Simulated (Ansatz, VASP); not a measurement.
## One calculation of ScTa2N3, two programs

File INCAR:

```
SYSTEM = ScTa2N3
PREC = Accurate
ENCUT = 600
EDIFF = 1E-7
ISMEAR = 0
SIGMA = 0.1
LREAL = .False.
LASPH = .True.
NELM = 60
ALGO = Normal
ISIF = 3
LWAVE = .False.
LCHARG = .False.
GGA = PE
IBRION = 2
NSW = 90
EDIFFG = -0.04
```

File KPOINTS:

```
regular mesh
0
Gamma
  6 6 4
  0 0 0
```

File POSCAR:

```
ScTa2N3
1.0
    4.0230782600      0.0000000000      0.0000000000
   -2.0115391300      3.4840879700      0.0000000000
    0.0000000000      0.0000000000      6.3996789400
Sc Ta N
1 2 3
Direct
    0.0000000000      0.0000000000      0.0000000000
    0.6666666700      0.3333333300      0.7472822100
    0.3333333300      0.6666666700      0.2527177900
    0.6666666700      0.3333333300      0.3520774200
    0.3333333300      0.6666666700      0.6479225800
    0.0000000000      0.0000000000      0.5000000000
```

Input for Ansatz:

```yaml
crystal:
  lattice:
    - [4.02307826, 0.0, 0.0]
    - [-2.01153913, 3.48408797, 0.0]
    - [0.0, 0.0, 6.39967894]
  atoms:
    - { symbol: Sc, position: [0.0, 0.0, 0.0] }
    - { symbol: Ta, position: [0.66666667, 0.33333333, 0.74728221] }
    - { symbol: Ta, position: [0.33333333, 0.66666667, 0.25271779] }
    - { symbol: "N", position: [0.66666667, 0.33333333, 0.35207742] }
    - { symbol: "N", position: [0.33333333, 0.66666667, 0.64792258] }
    - { symbol: "N", position: [0.0, 0.0, 0.5] }
basis:
  ecutwfc: 420
kpoints:
  mp_grid: { grid: [6, 6, 4] }
hamiltonian:
  xc: pbe
scf:
  occupations: { method: gaussian, width: 0.1 }
  lower_state_search: "off"
output:
  forces: true
  stress: true
  eigenvalues: true
relax:
  adjacent_minimum: "off"
  f_tol: 0.04
  max_steps: 70
  cell: { stress_tol: 0.4 }
```

Change from the starting cell: species swapped into the Li3SmSb2 type (P-3m1, No. 164).

Alike in both runs: task relaxation of cell and atoms; functional PBE; k mesh 6 × 6 × 4; occupations gaussian, width 0.1 eV; no spin polarisation.

```csv
,VASP,Ansatz
version,VASP 6.6.1,Ansatz 0.2.0
potentials or method,"VASP PAW PBE potentials, release 64 (Sc_sv, Ta_pv, N), cutoff 600 eV","scalar-relativistic, plane waves, PAW"
valence electrons in the cell,48,52
```

|  | VASP | Ansatz | Ansatz less VASP |
| --- | --- | --- | --- |
| gap on the k mesh at the Fermi level, each at its own relaxed structure (eV) | none | none | - |
| relaxed volume (Å³/atom) | 10.95 | 10.92 | -0.033 |
| relaxed cell length with the largest relative difference (Å) | 3.143 | 3.137 | -0.0054 |

A gap of «none» marks a metal or a gap that the smearing closes. VASP's potentials hold 48 valence electrons a cell and Ansatz's 52, so a difference there can come from the potentials and not from the codes.

Neither program's run includes spin-orbit coupling. Noted on VASP's run: the volume moved by over 15 % at a fixed basis, so the end points are rough.
